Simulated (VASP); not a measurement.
Here is a VASP 6.6.1 calculation.

File POSCAR:

```
AgCl
1.0
    4.5183989971      0.0000000000      0.0000000000
   -2.2591994986      3.9130483159      0.0000000000
    0.0000000000      0.0000000000      5.7230254441
Ag Cl
2 2
Direct
    0.3333333333      0.6666666667      0.2500000000
    0.6666666667      0.3333333333      0.7500000000
    0.6666666667      0.3333333333      0.2500000000
    0.3333333333      0.6666666667      0.7500000000
```

The input INCAR.step1:

```
PREC = Accurate
ENCUT = 520
EDIFF = 1E-5
ISMEAR = 0
SIGMA = 0.01
LREAL = False
LASPH = True
NELM = 80
ALGO = Normal
ISIF = 2
LWAVE = True
NBANDS = 26
GGA = PE
KPAR = 2
```

Contents of INCAR.step2:

```
PREC = Accurate
ENCUT = 520
EDIFF = 1E-6
ISMEAR = 0
SIGMA = 0.01
LREAL = False
LASPH = True
NELM = 80
ALGO = Normal
ISIF = 2
LWAVE = False
LCHARG = True
GGA = PE
LHFCALC = True
HFSCREEN = 0.2079
PRECFOCK = Normal
LVHAR = True
NBANDS = 26
ISTART = 1
KPAR = 2
```

KPOINTS

```
regular mesh
0
Gamma
  6 6 2
```

Potentials or basis: VASP PAW PBE potentials, release 64 (Ag, Cl).

Run with:

```sh
$ cat potpaw_PBE.64/Ag/POTCAR potpaw_PBE.64/Cl/POTCAR > POTCAR
$ cp INCAR.step1 INCAR
$ mpirun -np 2 vasp_std > vasp.out
$ cp INCAR.step2 INCAR
$ mpirun -np 2 vasp_std > vasp.out
```

Predict the band gap on the k mesh.

2.84 eV (least direct gap 2.85 eV).

What does it give for the pressure?

1.0 GPa.

Stress tensor (GPa, compression positive):
```
0.99 0.00 0.00
0.00 0.99 0.00
0.00 0.00 1.08
```

Caveat: the k points lie up to 0.55 Å⁻¹ apart; the PAW data sets were made with another functional, which shifts forces and pressure a little. A k mesh can miss the band edges.
